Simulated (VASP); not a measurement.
# EuO (Fm-3m) in VASP: further runs

Runs on EuO. Level: LDA+U. Tasks: single point.

All numbers are computed with VASP 6.6.1; they aren't measurements. Logs are shortened: lines on timing, memory, paths and dates and some standing lists are left out, and cuts for length are marked.

## Step 1: The cell of the first run

The structure is cubic, space group Fm-3m (No. 225). The conventional cell has a = 5.144 Å, b = 5.144 Å, c = 5.144 Å, α = 90.00°, β = 90.00°, γ = 90.00°. Eu (site symmetry m-3m) has 6 O at 2.57 Å within 3.4 Å. O (site symmetry m-3m) has 6 Eu at 2.57 Å within 3.4 Å.

## Step 2: Single point, LDA+U, collinear spin, ferromagnetic start

The input, INCAR:

```
SYSTEM = EuO
ALGO = Normal
EDIFF = 1E-6
ENCUT = 600
GGA = CA
GGA_COMPAT = .False.
ISIF = 2
ISMEAR = 0
ISPIN = 2
LASPH = .True.
LCHARG = .False.
LDAU = .True.
LDAUJ = 0 0
LDAUL = 3 -1
LDAUPRINT = 1
LDAUTYPE = 2
LDAUU = 7 0
LMAXMIX = 6
LORBIT = 11
LREAL = .False.
LWAVE = .False.
MAGMOM = 6.75 -0.07
NBANDS = 22
NELM = 200
PREC = Accurate
SIGMA = 0.05
```

The input, KPOINTS:

```
k-points
0
Gamma
  6 6 6
  0 0 0
```

The input, POSCAR:

```
EuO
1.0
    0.0000000000      2.5719519700      2.5719519700
    2.5719519700      0.0000000000      2.5719519700
    2.5719519700      2.5719519700      0.0000000000
Eu O
1 1
Direct
    0.5000000000      0.5000000000      0.5000000000
    0.0000000000      0.0000000000      0.0000000000
```

Potentials or basis: VASP PAW PBE potentials, release 64 (Eu, O).

Command:

```
cat potpaw_PBE.64/Eu/POTCAR potpaw_PBE.64/O/POTCAR > POTCAR
mpirun -np 1 vasp_std > vasp.out
```

OUTCAR:

```text
SYSTEM = EuO
   EDIFF = 1E-6
   ENCUT = 600
   GGA = CA
   ISIF = 2
   ISMEAR = 0
   ISPIN = 2
   LASPH = .True.
   LORBIT = 11
   LREAL = .False.
   NELM = 200
   PREC = Accurate

 ion  position               nearest neighbor table
   1  0.500  0.500  0.500-   2 2.57   2 2.57   2 2.57   2 2.57   2 2.57   2 2.57
   2  0.000  0.000  0.000-   1 2.57   1 2.57   1 2.57   1 2.57   1 2.57   1 2.57

  LATTYP: Found a face centered cubic cell.
 ALAT       =     5.1439039400

  Lattice vectors:

 A1 = (   0.0000000000,   2.5719519700,   2.5719519700)
 A2 = (   2.5719519700,   0.0000000000,   2.5719519700)
 A3 = (   2.5719519700,   2.5719519700,   0.0000000000)

Analysis of symmetry for initial positions (statically):
=====================================================================
 Subroutine PRICEL returns:
 Original cell was already a primitive cell.

 Routine SETGRP: Setting up the symmetry group for a
 face centered cubic supercell.

 Subroutine GETGRP returns: Found 48 space group operations
 (whereof 48 operations were pure point group operations)
 out of a pool of 48 trial point group operations.

The static configuration has the point symmetry O_h .

Analysis of symmetry for dynamics (positions and initial velocities):
=====================================================================
 Subroutine PRICEL returns:
 Original cell was already a primitive cell.

 Routine SETGRP: Setting up the symmetry group for a
 face centered cubic supercell.

 Subroutine GETGRP returns: Found 48 space group operations
 (whereof 48 operations were pure point group operations)
 out of a pool of 48 trial point group operations.

The dynamic configuration has the point symmetry O_h .

Analysis of structural, dynamic, and magnetic symmetry:
=====================================================================
 Subroutine PRICEL returns:
 Original cell was already a primitive cell.

 Routine SETGRP: Setting up the symmetry group for a
 face centered cubic supercell.

 Subroutine GETGRP returns: Found 48 space group operations
 (whereof 48 operations were pure point group operations)
 out of a pool of 48 trial point group operations.

The overall configuration has the point symmetry O_h .

 Subroutine INISYM returns: Found 48 space group operations
 (whereof 48 operations are pure point group operations),
 and found     1 'primitive' translations

----------------------------------------------------------------------------------------

                                     Primitive cell

  volume of cell :      34.0266

  direct lattice vectors                    reciprocal lattice vectors
     0.000000000  2.571951970  2.571951970    -0.194404875  0.194404875  0.194404875
     2.571951970  0.000000000  2.571951970     0.194404875 -0.194404875  0.194404875
     2.571951970  2.571951970  0.000000000     0.194404875  0.194404875 -0.194404875

  length of vectors
     3.637289358  3.637289358  3.637289358     0.336719120  0.336719120  0.336719120

  position of ions in fractional coordinates (direct lattice)
     0.500000000  0.500000000  0.500000000
     0.000000000  0.000000000  0.000000000

  ion indices of the primitive-cell ions
   primitive index   ion index
                 1           1
                 2           2

----------------------------------------------------------------------------------------

 KPOINTS: k-points

Automatic generation of k-mesh.
 Grid dimensions read from file:
 generate k-points for:    6    6    6

 Generating k-lattice:

  Cartesian coordinates                     Fractional coordinates (reciprocal lattice)
    -0.032400812  0.032400812  0.032400812     0.166666667  0.000000000  0.000000000
[... 61 lines left out ...]
   NELECT =      23.0000    total number of electrons
   NUPDOWN=      -1.0000    fix difference up-down
   EMIN   =  10.00;   EMAX   =-10.00  energy-range for DOS
   EFERMI =   0.00;   METHOD = LEGACY
   ISMEAR =     0;   SIGMA  =   0.05  broadening in eV -4-tet -1-fermi 0-gaus
   EFERMI_NEDOS =   21; number of points for ismear=-14 and -15
   IALGO  =     38    algorithm
   IMIX   =      4    mixing-type and parameters
     AMIX     =   0.40;   BMIX     =  1.00
     AMIX_MAG =   1.60;   BMIX_MAG =  1.00
  volume/ion in A,a.u.               =      17.01       114.81
  Fermi-wavevector in a.u.,A,eV,Ry     =   1.436739  2.715043 28.085409  2.064219
  Thomas-Fermi vector in A             =   2.555894
   LORBIT       =     11    0 simple, 1 ext, 2 COOP (PROOUT), +10 PAW based schemes
 LDA+U is selected, type is set to LDAUTYPE =  2
   angular momentum for each species LDAUL =     3   -1
   U (eV)           for each species LDAUU =   7.0  0.0
   J (eV)           for each species LDAUJ =   0.0  0.0
   GGA     = CA    functional components
   LHFCALC =     F    Hartree Fock is set to
   AEXX    =    0.0000 exact exchange contribution
   IVDW    =     0    specifies the selected vdW correction
   LEPSILON=     F    determine dielectric tensor
   LRPA    =     F    only Hartree local field effects (RPA)
 spin polarized calculation
 Gauss-broadening in eV      SIGMA  =   0.05
  energy-cutoff  :      600.00
  volume of cell :       34.03
 maximum number of plane-waves:      1158
 NGX is ok and might be reduce to    30
   NGX = 15   NGY = 15   NGZ = 15

atom =   1  type =  1  l = 3

 onsite density matrix

spin component  1

  0.9756  0.0000 -0.0002  0.0000  0.0000  0.0000  0.0000
  0.0000  0.9649  0.0000 -0.0000 -0.0000  0.0000 -0.0000
 -0.0002  0.0000  0.9757 -0.0000 -0.0000  0.0000 -0.0000
  0.0000 -0.0000 -0.0000  0.9754  0.0000 -0.0000 -0.0000
  0.0000 -0.0000 -0.0000  0.0000  0.9757 -0.0000  0.0002
  0.0000  0.0000  0.0000 -0.0000 -0.0000  0.9758 -0.0000
  0.0000 -0.0000 -0.0000 -0.0000  0.0002 -0.0000  0.9756

spin component  2

  0.0033 -0.0000  0.0015 -0.0000 -0.0000  0.0000 -0.0000
 -0.0000  0.0001 -0.0000  0.0000  0.0000 -0.0000  0.0000
  0.0015 -0.0000  0.0025  0.0000  0.0000 -0.0000  0.0000
 -0.0000  0.0000  0.0000  0.0044 -0.0000  0.0000 -0.0000
 -0.0000  0.0000  0.0000 -0.0000  0.0025  0.0000 -0.0015
  0.0000 -0.0000 -0.0000  0.0000  0.0000  0.0013  0.0000
 -0.0000  0.0000  0.0000 -0.0000 -0.0015  0.0000  0.0033

 occupancies and eigenvectors

  o =  0.0001  v =  0.0000  0.0000  0.0000  0.0000  0.0000  0.0000  0.0000  0.0000  1.0000 -0.0000 -0.0000 -0.0000  0.0000 -0.0000      0.0000  0.0000  0.0000  0.0000  0.0000  0.0000  0.0000  0.0000  0.0000  0.0000  0.0000  0.0000  0.0000  0.0000
  o =  0.0013  v =  0.0000  0.0000  0.0000  0.0000  0.0000  0.0000  0.0000  0.6124 -0.0000 -0.7906  0.0000  0.0023 -0.0003  0.0018      0.0000  0.0000  0.0000  0.0000  0.0000  0.0000  0.0000  0.0000  0.0000  0.0000  0.0000  0.0000  0.0000  0.0000
  o =  0.0013  v =  0.0000  0.0000  0.0000  0.0000  0.0000  0.0000  0.0000 -0.0018  0.0000  0.0023  0.0000  0.7906 -0.0001  0.6124      0.0000  0.0000  0.0000  0.0000  0.0000  0.0000  0.0000  0.0000  0.0000  0.0000  0.0000  0.0000  0.0000  0.0000
  o =  0.0013  v =  0.0000  0.0000  0.0000  0.0000  0.0000  0.0000  0.0000 -0.0002  0.0000  0.0003  0.0000 -0.0001 -1.0000 -0.0001      0.0000  0.0000  0.0000  0.0000  0.0000  0.0000  0.0000  0.0000  0.0000  0.0000  0.0000  0.0000  0.0000  0.0000
  o =  0.0044  v =  0.0000  0.0000  0.0000  0.0000  0.0000  0.0000  0.0000 -0.0002 -0.0000 -0.0002 -1.0000  0.0004 -0.0000 -0.0005      0.0000  0.0000  0.0000  0.0000  0.0000  0.0000  0.0000  0.0000  0.0000  0.0000  0.0000  0.0000  0.0000  0.0000
  o =  0.0044  v =  0.0000  0.0000  0.0000  0.0000  0.0000  0.0000  0.0000 -0.7901  0.0000 -0.6120  0.0003 -0.0203  0.0000  0.0262      0.0000  0.0000  0.0000  0.0000  0.0000  0.0000  0.0000  0.0000  0.0000  0.0000  0.0000  0.0000  0.0000  0.0000
  o =  0.0044  v =  0.0000  0.0000  0.0000  0.0000  0.0000  0.0000  0.0000 -0.0262 -0.0000 -0.0203  0.0006  0.6120 -0.0000 -0.7901      0.0000  0.0000  0.0000  0.0000  0.0000  0.0000  0.0000  0.0000  0.0000  0.0000  0.0000  0.0000  0.0000  0.0000
  o =  0.9649  v = -0.0000  1.0000 -0.0000  0.0000  0.0000 -0.0000 -0.0000  0.0000  0.0000  0.0000  0.0000  0.0000  0.0000  0.0000      0.0000  0.0000  0.0000  0.0000  0.0000  0.0000  0.0000  0.0000  0.0000  0.0000  0.0000  0.0000  0.0000  0.0000
  o =  0.9754  v = -0.0360 -0.0000 -0.0279  0.0355 -0.6114  0.0000  0.7892  0.0000  0.0000  0.0000  0.0000  0.0000  0.0000  0.0000      0.0000  0.0000  0.0000  0.0000  0.0000  0.0000  0.0000  0.0000  0.0000  0.0000  0.0000  0.0000  0.0000  0.0000
  o =  0.9754  v =  0.7897  0.0000  0.6117  0.0013 -0.0279 -0.0000  0.0360  0.0000  0.0000  0.0000  0.0000  0.0000  0.0000  0.0000      0.0000  0.0000  0.0000  0.0000  0.0000  0.0000  0.0000  0.0000  0.0000  0.0000  0.0000  0.0000  0.0000  0.0000
  o =  0.9754  v =  0.0002 -0.0000  0.0002  0.9994  0.0217 -0.0000 -0.0281  0.0000  0.0000  0.0000  0.0000  0.0000  0.0000  0.0000      0.0000  0.0000  0.0000  0.0000  0.0000  0.0000  0.0000  0.0000  0.0000  0.0000  0.0000  0.0000  0.0000  0.0000
  o =  0.9758  v =  0.0013  0.0000 -0.0017  0.0000  0.0940  0.9929  0.0728  0.0000  0.0000  0.0000  0.0000  0.0000  0.0000  0.0000      0.0000  0.0000  0.0000  0.0000  0.0000  0.0000  0.0000  0.0000  0.0000  0.0000  0.0000  0.0000  0.0000  0.0000
  o =  0.9758  v =  0.0040  0.0000 -0.0052 -0.0000 -0.7849  0.1189 -0.6080  0.0000  0.0000  0.0000  0.0000  0.0000  0.0000  0.0000      0.0000  0.0000  0.0000  0.0000  0.0000  0.0000  0.0000  0.0000  0.0000  0.0000  0.0000  0.0000  0.0000  0.0000
  o =  0.9758  v = -0.6124  0.0000  0.7906 -0.0000 -0.0049  0.0029 -0.0038  0.0000  0.0000  0.0000  0.0000  0.0000  0.0000  0.0000      0.0000  0.0000  0.0000  0.0000  0.0000  0.0000  0.0000  0.0000  0.0000  0.0000  0.0000  0.0000  0.0000  0.0000

 number of electron      23.0000000 magnetization       7.0000124

 Free energy of the ion-electron system (eV)
  ---------------------------------------------------
  ext. energy  EPLUGINS =         0.00000000
  ---------------------------------------------------
  free energy    TOTEN  =       -21.99325062 eV

  energy without entropy =      -21.99315539  energy(sigma->0) =      -21.99320301

 E-fermi :   3.1231     XC(G=0): -11.2675

 val. band max:        3.0635895558   @ k =   0.0000   0.0000   0.0000
 cond. band min:       3.1825235591   @ k =   0.5000   0.5000   0.0000
 fundamental gap:      0.1189340033
 Fermi energy:         3.1230566326

 spin component 1

 k-point     1 :       0.0000    0.0000    0.0000
  band No.  band energies     occupation
      1     -35.9847      1.00000
      2     -14.7030      1.00000
      3     -14.7030      1.00000
      4     -14.7030      1.00000
      5     -14.0518      1.00000
      6       0.1706      1.00000
[... 389 lines left out ...]
     21      13.1492      0.00000
     22      14.1167      0.00000
 Fermi energy:         3.1230566326

 spin component 2

 k-point     1 :       0.0000    0.0000    0.0000
  band No.  band energies     occupation
      1     -33.1746      1.00000
      2     -14.0947      1.00000
      3     -12.5413      1.00000
      4     -12.5413      1.00000
      5     -12.5413      1.00000
      6       0.6772      1.00000
[... 389 lines left out ...]
     21      14.8453      0.00000
     22      15.7666      0.00000

------------------------ aborting loop because EDIFF is reached ----------------------------------------

  FORCE on cell =-STRESS in cart. coord.  units (eV):
  Direction    XX          YY          ZZ          XY          YZ          ZX
  --------------------------------------------------------------------------------------
  -------------------------------------------------------------------------------------
  Total       -1.3456717     -1.3456717     -1.3456717      0.0000000      0.0000000     -0.0000000
  in kB      -63.3623309    -63.3623309    -63.3623309      0.0000000      0.0000000     -0.0000000
  external PRESSURE =     -63.3623309 kB  Pullay stress =       0.0000000 kB

 VOLUME and BASIS-vectors are now :
 -----------------------------------------------------------------------------
  energy-cutoff  :      600.00
  volume of cell :       34.03
      direct lattice vectors                 reciprocal lattice vectors
     0.000000000  2.571951970  2.571951970    -0.194404875  0.194404875  0.194404875
     2.571951970  0.000000000  2.571951970     0.194404875 -0.194404875  0.194404875
     2.571951970  2.571951970  0.000000000     0.194404875  0.194404875 -0.194404875

 POSITION                                       TOTAL-FORCE (eV/Angst)
 -----------------------------------------------------------------------------------
      2.57195      2.57195      2.57195        -0.000000     -0.000000     -0.000000
      0.00000      0.00000      0.00000         0.000000      0.000000      0.000000
 -----------------------------------------------------------------------------------
    total drift:                                0.000000     -0.000000      0.000000

  FREE ENERGIE OF THE ION-ELECTRON SYSTEM (eV)
  ---------------------------------------------------
  free  energy   TOTEN  =       -21.9932506170 eV

  energy  without entropy=      -21.9931553932  energy(sigma->0) =      -21.99320301

 total charge

# of ion       s       p       d       f       tot
--------------------------------------------------
    1        2.026   5.742   0.302   6.827  14.897
    2        1.538   3.380   0.000   0.000   4.918
--------------------------------------------------
tot          3.563   9.123   0.302   6.827  19.815

 magnetization (x)

# of ion       s       p       d       f       tot
--------------------------------------------------
    1       -0.009  -0.087   0.059   6.794   6.757
    2       -0.005  -0.076   0.000   0.000  -0.081
--------------------------------------------------
tot         -0.014  -0.163   0.059   6.794   6.676
```

Wall time 79 s (1 thread of Intel Xeon 8259CL, shared host); peak memory 0.19 GiB.

What came out:

- Free energy: -21.9933 eV
- Pressure: -6.3 GPa
- Band gap on the k mesh: 0.12 eV (least direct gap 0.30 eV)
- Net moment: 7.00 μB per cell
- Site moments: Eu +6.76; O -0.08 μB
- Valence electrons inside the program's atomic spheres: Eu 14.90; O 4.92

Levels at points of the mesh, in eV from the valence-band top:
Spin up:
```tsv
k point	band 11	band 12	band 13	band 14	band 15	band 16	band 17	band 18	band 19	band 20
(0.00, 0.00, 0.00)	-0.54	-0.54	0.00	0.00	0.00	1.09	3.09	3.09	3.09	5.35
(0.50, 0.00, 0.00)	-0.78	-0.59	-0.59	-0.54	-0.53	3.70	5.89	5.89	6.17	9.24
(0.50, 0.50, 0.00)	-0.66	-0.66	-0.54	-0.18	-0.18	0.12	4.88	7.29	7.99	8.27
```
Spin down:
| k point | band 4 | band 5 | band 6 | band 7 | band 8 | band 9 | band 10 | band 11 | band 12 | band 13 |
| --- | --- | --- | --- | --- | --- | --- | --- | --- | --- | --- |
| (0.00, 0.00, 0.00) | -15.60 | -15.60 | -2.39 | -2.39 | -2.39 | 1.65 | 3.90 | 3.90 | 3.90 | 6.32 |
| (0.50, 0.00, 0.00) | -15.71 | -14.48 | -4.59 | -3.58 | -3.58 | 4.17 | 6.39 | 6.78 | 6.78 | 9.48 |
| (0.50, 0.50, 0.00) | -16.08 | -16.08 | -2.46 | -2.35 | -2.35 | 0.78 | 5.65 | 7.88 | 8.43 | 9.55 |

Eigenvalues of the final occupation matrices:
```tsv
site	spin	trace	eigenvalues
site 1 f	1	6.82	0.96 0.98 0.98 0.98 0.98 0.98 0.98
site 1 f	2	0.02	0.00 0.00 0.00 0.00 0.00 0.00 0.00
```

Caveat: the cell stands under tension; the PAW data sets were made with another functional, which shifts forces and pressure a little; spin-orbit coupling is left out, which moves the levels of the heavy elements; a cell with one magnetic atom can't hold antiferromagnetic order, which such compounds often take.

## Step 3: Single point, LDA+U, collinear spin, ferromagnetic start

The input, INCAR:

```
SYSTEM = EuO
ALGO = Normal ; EDIFF = 1E-6
ENCUT = 600 ; GGA = CA
GGA_COMPAT = .FALSE. ; ISIF = 2
ISMEAR = 0 ; ISPIN = 2
LASPH = .TRUE. ; LCHARG = .FALSE.
LDAU = .TRUE. ; LDAUJ = 0 0
LDAUL = 3 -1 ; LDAUPRINT = 1
LDAUTYPE = 2 ; LDAUU = 7 0
LMAXMIX = 6 ; LORBIT = 11
LREAL = .FALSE. ; LWAVE = .FALSE.
MAGMOM = 7.53 0.33 ; NBANDS = 22
NELM = 200 ; NUPDOWN = 7.7
PREC = Accurate ; SIGMA = 0.05
```

The input, KPOINTS:

```
k-points
0
G
  6 6 6
  0 0 0
```

POSCAR is that of step 2.

Potentials or basis: VASP PAW PBE potentials, release 64 (Eu, O).

Command:

```
cat potpaw_PBE.64/Eu/POTCAR potpaw_PBE.64/O/POTCAR > POTCAR
mpirun -np 1 vasp_std > vasp.out
```

It took 70 s on 1 thread of Intel Xeon 8259CL, shared host; peak memory 0.18 GiB.

Results (log left out):

* Free energy: -20.5348 eV
* Pressure: -5.0 GPa
* Net moment: 7.70 μB per cell
* Site moments: Eu +6.90; O +0.21 μB
* Valence electrons inside the program's atomic spheres: Eu 14.95; O 4.87

Eigenvalues of the final occupation matrices:
| site | spin | trace | eigenvalues |
| --- | --- | --- | --- |
| site 1 f | 1 | 6.83 | 0.97 0.98 0.98 0.98 0.98 0.98 0.98 |
| site 1 f | 2 | 0.01 | 0.00 0.00 0.00 0.00 0.00 0.00 0.00 |

Caveat: the cell stands under tension; the PAW data sets were made with another functional, which shifts forces and pressure a little; spin-orbit coupling is left out, which moves the levels of the heavy elements; the total moment is fixed, so each spin has its own Fermi level; a cell with one magnetic atom can't hold antiferromagnetic order, which such compounds often take. The state reached can hang on the start; a lower one may exist.
